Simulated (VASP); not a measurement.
# TiC (NiAs type): relaxation of cell and atoms with PBE

Crystal: TiC (NiAs type).

```
Ti C
1.0
     2.65823    0.00000    0.00000
    -1.32911    2.30209    0.00000
     0.00000    0.00000    4.12025
Ti C
2 2
Cartesian
  0.0000 0.0000 0.0000
  0.0000 0.0000 2.0601
  0.0000 1.5347 1.0301
  1.3291 0.7674 3.0902
```

```
Program                : VASP 6.6.1
Task                   : relaxation of cell and atoms
Functional             : PBE
Potentials or basis    : VASP PAW PBE potentials, release 64 (Ti_sv, C)
Cutoff                 : 600 eV
k mesh                 : 12 × 12 × 7
Occupations            : fermi-dirac, width 0.05 eV
Spin                   : no spin polarisation
Target pressure        : 300 GPa
Dipole correction      : no
Further INCAR settings : ALGO = Normal; EDIFF = 1e-06; IBRION = 2; EDIFFG = -0.005; NSW = 60; ISIF = 3
```

The relaxed volume is 6.48 Å³/atom, the relaxed cell is a = 2.521 Å, b = 2.521 Å, c = 4.712 Å, α = 90.00°, β = 90.00°, γ = 120.00° and the space group after relaxing (to 0.1 Å) is P6_3/mmc (No. 194). The energy change on relaxing (the run minimises the enthalpy) is -719.0 meV/atom. The ionic steps are 12, the pressure after relaxing is 299.9 GPa and the band gap on the k mesh is zero (bands 16 and 17 overlap by 1.89 eV).

Stress tensor (GPa, compression positive):
```
299.92   0.00   0.00
  0.00 299.92   0.00
  0.00   0.00 300.00
```

Step by step:
| step | energy change (eV) | largest force (eV/Å) | pressure (GPa) | volume (Å³) |
| --- | --- | --- | --- | --- |
| 1 | 0.0000 | 0.0000 | 336.88 | 25.21 |
| 2 | -8.6253 | 0.0000 | 154.25 | 30.24 |
| 3 | -5.4190 | 0.0000 | 241.21 | 27.55 |
| 4 | 1.6089 | 0.0000 | 368.27 | 24.05 |
| 5 | -3.6563 | 0.0000 | 281.43 | 26.36 |
| 6 | -3.4325 | 0.0000 | 285.87 | 26.24 |
| 7 | -3.5092 | 0.0000 | 284.35 | 26.28 |
| 8 | -1.4716 | 0.0000 | 333.22 | 25.23 |
| 9 | -2.8488 | 0.0000 | 300.39 | 25.91 |
| 10 | -2.8262 | 0.0000 | 300.97 | 25.90 |
| 11 | -2.8879 | 0.0000 | 299.89 | 25.93 |
| 12 | -2.8760 | 0.0000 | 299.95 | 25.93 |

Final structure:
```cif
data_structure
_symmetry_space_group_name_H-M 'P 1'
_symmetry_Int_Tables_number 1
_cell_length_a 2.5205
_cell_length_b 2.5205
_cell_length_c 4.7125
_cell_angle_alpha 90.000
_cell_angle_beta 90.000
_cell_angle_gamma 120.000
_cell_volume 25.93
loop_
_atom_site_label
_atom_site_type_symbol
_atom_site_fract_x
_atom_site_fract_y
_atom_site_fract_z
_atom_site_occupancy
Ti1 Ti 0.00000 0.00000 0.00000 1
Ti2 Ti 0.00000 0.00000 0.50000 1
C1 C 0.33333 0.66667 0.25000 1
C2 C 0.66667 0.33333 0.75000 1
```

Levels at points of the mesh, in eV from the Fermi level:
```csv
k point,band 14,band 15,band 16,band 17,band 18,band 19
"(0.00, 0.00, 0.00)",-2.71,1.45,1.45,1.72,1.78,1.78
"(0.50, 0.00, 0.00)",-2.46,-2.35,-0.08,0.86,1.60,4.74
```

Wall time 8.4 min on 1 thread of Intel(R) Xeon(R) Platinum 8175M CPU @ 2.50GHz (Skylake/Cascade Lake), with other jobs on the host, peak memory 0.19 GiB.

Caveat: the cell is relaxed towards a set pressure, so the run minimises the enthalpy, not the energy.
